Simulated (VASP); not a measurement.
# Li (P6_3/mmc) in VASP: a series of runs

The runs below take Li through single point, with PBEsol.

Program: VASP 6.6.1. These are calculated values, not measurements. Logs are shortened: lines on timing, memory, paths and dates and some standing lists are left out, and cuts for length are marked.

**1. The cell of the first run**

It takes space group P6_3/mmc (No. 194, hexagonal). Conventional cell: a = 2.419 Å, b = 2.419 Å, c = 3.983 Å, α = 90.00°, β = 90.00°, γ = 120.00°. Li (site symmetry -6m2) has 12 Li at 2.42 to 2.43 Å within 3.2 Å.

This isn't the form of Li at room conditions, which is bcc.

**2. Single point, PBEsol**

The input, INCAR:

```
SYSTEM = Li
PREC = Accurate
ENCUT = 520
EDIFF = 1E-7
ISMEAR = -1
SIGMA = 0.05
LREAL = .FALSE.
LASPH = .TRUE.
NELM = 60
ALGO = Normal
ISIF = 2
LWAVE = .FALSE.
LCHARG = .FALSE.
GGA = PS
NBANDS = 10
```

The input, KPOINTS:

```
regular mesh
0
G
  10 10 5
  0 0 0
```

The input, POSCAR:

```
Li
1.0
    2.4193465034      0.0000000000      0.0000000000
   -1.2096732517      2.0952155325      0.0000000000
    0.0000000000      0.0000000000      3.9827737211
Li
2
Direct
    0.6666666667      0.3333333333      0.7500000000
    0.3333333333      0.6666666667      0.2500000000
```

Potentials or basis: VASP PAW PBE potentials, release 64 (Li_sv).

Launch:

```
> cat potpaw_PBE.64/Li_sv/POTCAR > POTCAR
> mpirun -np 1 vasp_std > vasp.out
```

OUTCAR:

```text
SYSTEM = Li
   PREC = Accurate
   ENCUT = 520
   EDIFF = 1E-7
   ISMEAR = -1
   LREAL = .FALSE.
   LASPH = .TRUE.
   NELM = 60
   ISIF = 2
   GGA = PS

 ion  position               nearest neighbor table
   1  0.667  0.333  0.750-   2 2.43   2 2.43   2 2.43   2 2.43   2 2.43   2 2.43
   2  0.333  0.667  0.250-   1 2.43   1 2.43   1 2.43   1 2.43   1 2.43   1 2.43

  LATTYP: Found a hexagonal cell.
 ALAT       =     2.4193465034
 C/A-ratio  =     1.6462188097

  Lattice vectors:

 A1 = (   2.4193465034,   0.0000000000,   0.0000000000)
 A2 = (  -1.2096732517,   2.0952155325,   0.0000000000)
 A3 = (   0.0000000000,   0.0000000000,   3.9827737211)

Analysis of symmetry for initial positions (statically):
=====================================================================
 Subroutine PRICEL returns:
 Original cell was already a primitive cell.

 Routine SETGRP: Setting up the symmetry group for a
 hexagonal supercell.

 Subroutine GETGRP returns: Found 24 space group operations
 (whereof 12 operations were pure point group operations)
 out of a pool of 24 trial point group operations.

The static configuration has the point symmetry D_3d.
 The point group associated with its full space group is D_6h.

Analysis of symmetry for dynamics (positions and initial velocities):
=====================================================================
 Subroutine PRICEL returns:
 Original cell was already a primitive cell.

 Routine SETGRP: Setting up the symmetry group for a
 hexagonal supercell.

 Subroutine GETGRP returns: Found 24 space group operations
 (whereof 12 operations were pure point group operations)
 out of a pool of 24 trial point group operations.

The dynamic configuration has the point symmetry D_3d.
 The point group associated with its full space group is D_6h.

 Subroutine INISYM returns: Found 24 space group operations
 (whereof 12 operations are pure point group operations),
 and found     1 'primitive' translations

----------------------------------------------------------------------------------------

                                     Primitive cell

  volume of cell :      20.1889

  direct lattice vectors                    reciprocal lattice vectors
     2.419346503  0.000000000  0.000000000     0.413334757  0.238638933  0.000000000
    -1.209673252  2.095215533  0.000000000     0.000000000  0.477277867  0.000000000
     0.000000000  0.000000000  3.982773721     0.000000000  0.000000000  0.251081299

  length of vectors
     2.419346503  2.419346503  3.982773721     0.477277867  0.477277867  0.251081299

  position of ions in fractional coordinates (direct lattice)
     0.666666667  0.333333333  0.750000000
     0.333333333  0.666666667  0.250000000

  ion indices of the primitive-cell ions
   primitive index   ion index
                 1           1
                 2           2

----------------------------------------------------------------------------------------

 KPOINTS: regular mesh

Automatic generation of k-mesh.
 Grid dimensions read from file:
 generate k-points for:   10   10    5

 Generating k-lattice:

  Cartesian coordinates                     Fractional coordinates (reciprocal lattice)
     0.041333476  0.023863893  0.000000000     0.100000000  0.000000000  0.000000000
     0.000000000  0.047727787  0.000000000     0.000000000  0.100000000  0.000000000
     0.000000000  0.000000000  0.050216260     0.000000000  0.000000000  0.200000000

  Length of vectors
     0.047727787  0.047727787  0.050216260

  Shift w.r.t. Gamma in fractional coordinates (k-lattice)
     0.000000000  0.000000000  0.000000000

 Subroutine IBZKPT returns following result:
 ===========================================

 Found     42 irreducible k-points:

 Following reciprocal coordinates:
            Coordinates               Weight
  0.000000  0.000000  0.000000      1.000000
  0.100000 -0.000000  0.000000      6.000000
  0.200000 -0.000000  0.000000      6.000000
  0.300000 -0.000000  0.000000      6.000000
  0.400000 -0.000000  0.000000      6.000000
  0.500000 -0.000000  0.000000      3.000000
[... 16 lines left out ...]
  0.300000  0.100000  0.200000     24.000000
  0.400000  0.100000  0.200000     24.000000
 [... further k-points ...]
   k-points           NKPTS =     42   k-points in BZ     NKDIM =     42   number of bands    NBANDS=     10
   number of dos      NEDOS =    301   number of ions     NIONS =      2
   total plane-waves  NPLWV =   9720
   dimension x,y,z NGX =    18 NGY =   18 NGZ =   30
   dimension x,y,z NGXF=    36 NGYF=   36 NGZF=   60
   ions per type =               2
   NGX,Y,Z   is equivalent  to a cutoff of  12.37, 12.37, 12.52 a.u.
   NGXF,Y,Z  is equivalent  to a cutoff of  24.74, 24.74, 25.04 a.u.
 SYSTEM =  Li
   PREC   = accura    normal or accurate (medium, high low for compatibility)
   ISTART =      0    job   : 0-new  1-cont  2-samecut
   ICHARG =      2    charge: 1-file 2-atom 10-const
   ISPIN  =      1    spin polarized calculation?
   LNONCOLLINEAR =      F non collinear calculations
   LSORBIT =      F    spin-orbit coupling
   LASPH  =      T    aspherical Exc in radial PAW
   ENCUT  =  520.0 eV  38.22 Ry    6.18 a.u.   4.50  4.50  7.41*2*pi/ulx,y,z
   NELM   =     60;   NELMIN=  2; NELMDL= -5     # of ELM steps
   EDIFF  = 0.1E-06   stopping-criterion for ELM
   LREAL  =      F    real-space projection
   EDIFFG = 0.1E-05   stopping-criterion for IOM
   NSW    =      0    number of steps for IOM
   IBRION =     -1    ionic relax: 0-MD 1-quasi-New 2-CG
   NFREE  =      0    steps in history (QN), initial steepest desc. (CG)
   ISIF   =      2    stress and relaxation
   ISYM   =      2    0-nonsym 1-usesym 2-fastsym
   POTIM  = 0.5000    time-step for ionic-motion
   TEBEG  =    0.0;   TEEND  =   0.0 temperature during run
   PSTRESS=    0.0 pullay stress
   NELECT =       6.0000    total number of electrons
   NUPDOWN=      -1.0000    fix difference up-down
   EMIN   =  10.00;   EMAX   =-10.00  energy-range for DOS
   EFERMI =   0.00;   METHOD = LEGACY
   ISMEAR =    -1;   SIGMA  =   0.05  broadening in eV -4-tet -1-fermi 0-gaus
   EFERMI_NEDOS =   21; number of points for ismear=-14 and -15
   IALGO  =     38    algorithm
   IMIX   =      4    mixing-type and parameters
     AMIX     =   0.40;   BMIX     =  1.00
     AMIX_MAG =   1.60;   BMIX_MAG =  1.00
  volume/ion in A,a.u.               =      10.09        68.12
  Fermi-wavevector in a.u.,A,eV,Ry     =   1.092499  2.064524 16.239294  1.193554
  Thomas-Fermi vector in A             =   2.228766
   LORBIT       =      0    0 simple, 1 ext, 2 COOP (PROOUT), +10 PAW based schemes
   GGA     = PS    functional components
   LHFCALC =     F    Hartree Fock is set to
   AEXX    =    0.0000 exact exchange contribution
   IVDW    =     0    specifies the selected vdW correction
   LEPSILON=     F    determine dielectric tensor
   LRPA    =     F    only Hartree local field effects (RPA)
 non-spin polarized calculation
  energy-cutoff  :      520.00
  volume of cell :       20.19
 maximum number of plane-waves:       561
 NGX is ok and might be reduce to    18
   NGX =  9   NGY =  9   NGZ = 15

 number of electron       6.0000011 magnetization

 Free energy of the ion-electron system (eV)
  ---------------------------------------------------
  ext. energy  EPLUGINS =         0.00000000
  ---------------------------------------------------
  free energy    TOTEN  =        -2.79764578 eV

  energy without entropy =       -2.79452535  energy(sigma->0) =       -2.79608556

 E-fermi :   3.1886     XC(G=0):  -8.9630

 val. band max:        3.1429582217   @ k =   0.2000  -0.0000   0.2000
 cond. band min:       3.4114285867   @ k =   0.2000   0.2000   0.4000
 fundamental gap:      0.2684703650
 Fermi energy:         3.1886144481

 k-point     1 :       0.0000    0.0000    0.0000
  band No.  band energies     occupation
      1     -41.8642      2.00000
      2     -41.6393      2.00000
      3      -0.8062      2.00000
      4       2.7177      1.99984
      5       9.3908      0.00000
      6      23.3193      0.00000
      7      23.3194      0.00000
      8      25.4248      0.00000
      9      25.4249      0.00000
     10      26.2438      0.00000

 k-point     2 :       0.1000   -0.0000    0.0000
  band No.  band energies     occupation
      1     -41.8447      2.00000
      2     -41.6300      2.00000
      3      -0.6367      2.00000
      4       3.0550      1.87067
      5       9.2821      0.00000
      6      20.9534      0.00000
      7      21.6240      0.00000
      8      25.6707      0.00000
      9      25.9676      0.00000
     10      26.3661      0.00000

 k-point     3 :       0.2000   -0.0000    0.0000
  band No.  band energies     occupation
      1     -41.7920      2.00000
      2     -41.6066      2.00000
      3      -0.1169      2.00000
      4       4.0657      0.00000
      5       8.9249      0.00000
      6      17.3314      0.00000
      7      19.5398      0.00000
      8      23.5383      0.00000
      9      23.7217      0.00000
     10      25.7770      0.00000

 k-point     4 :       0.3000   -0.0000    0.0000
  band No.  band energies     occupation
      1     -41.7228      2.00000
      2     -41.5812      2.00000
      3       0.7702      2.00000
      4       5.7437      0.00000
      5       8.0785      0.00000
      6      14.7545      0.00000
      7      17.9619      0.00000
      8      19.1343      0.00000
      9      20.1608      0.00000
     10      24.6037      0.00000
[... 222 lines left out ...]
 k-point    22 :       0.2000    0.1000    0.2000
  band No.  band energies     occupation
      1     -41.7323      2.00000
      2     -41.6044      2.00000
      3       0.6316      2.00000
      4       3.9176      0.00000
      5      10.4212      0.00000
      6      15.1305      0.00000
      7      17.4615      0.00000
      8      20.6109      0.00000
      9      22.5422      0.00000
     10      23.3206      0.00000

 k-point    23 :       0.3000    0.1000    0.2000
  band No.  band energies     occupation
      1     -41.6703      2.00000
      2     -41.5805      2.00000
      3       1.7269      2.00000
      4       5.1751      0.00000
      5       9.6512      0.00000
      6      13.5345      0.00000
      7      14.5719      0.00000
      8      18.1198      0.00000
      9      21.4237      0.00000
     10      22.1247      0.00000

 k-point    24 :       0.4000    0.1000    0.2000
  band No.  band energies     occupation
      1     -41.6265      2.00000
      2     -41.5710      2.00000
      3       3.0054      1.95003
      4       5.4537      0.00000
      5       9.5317      0.00000
      6      11.7824      0.00000
      7      13.9245      0.00000
      8      16.2495      0.00000
      9      20.4114      0.00000
     10      21.4055      0.00000

 [... further k-points ...]

------------------------ aborting loop because EDIFF is reached ----------------------------------------

  FORCE on cell =-STRESS in cart. coord.  units (eV):
  Direction    XX          YY          ZZ          XY          YZ          ZX
  --------------------------------------------------------------------------------------
  -------------------------------------------------------------------------------------
  Total        3.7577712      3.7577712      3.7538968     -0.0000000      0.0000000      0.0000000
  in kB      298.2143293    298.2143293    297.9068612     -0.0000000      0.0000000      0.0000000
  external PRESSURE =     298.1118400 kB  Pullay stress =       0.0000000 kB

 VOLUME and BASIS-vectors are now :
 -----------------------------------------------------------------------------
  energy-cutoff  :      520.00
  volume of cell :       20.19
      direct lattice vectors                 reciprocal lattice vectors
     2.419346503  0.000000000  0.000000000     0.413334757  0.238638933  0.000000000
    -1.209673252  2.095215533  0.000000000     0.000000000  0.477277867  0.000000000
     0.000000000  0.000000000  3.982773721     0.000000000  0.000000000  0.251081299

 POSITION                                       TOTAL-FORCE (eV/Angst)
 -----------------------------------------------------------------------------------
      1.20967      0.69841      2.98708         0.000000      0.000000      0.000000
     -0.00000      1.39681      0.99569        -0.000000     -0.000000      0.000000
 -----------------------------------------------------------------------------------
    total drift:                               -0.000000      0.000000      0.000000

  FREE ENERGIE OF THE ION-ELECTRON SYSTEM (eV)
  ---------------------------------------------------
  free  energy   TOTEN  =        -2.7976457757 eV

  energy  without entropy=       -2.7945253454  energy(sigma->0) =       -2.79608556
```

It took 6.3 s on 1 thread of Intel Xeon 8259CL, shared host; peak memory 0.12 GiB.

What came out:

```
Free energy            : -2.7976 eV
Band gap on the k mesh : zero (bands 3 and 4 overlap by 4.32 eV)
```

Caveat: the cutoff is under 1.25 times the usual one of these potentials, so pressure, stress and relaxed cells hold a basis-set (Pulay) error; the PAW data sets were made with another functional, which shifts forces and pressure a little.

(Continued in part 2 of 2.)
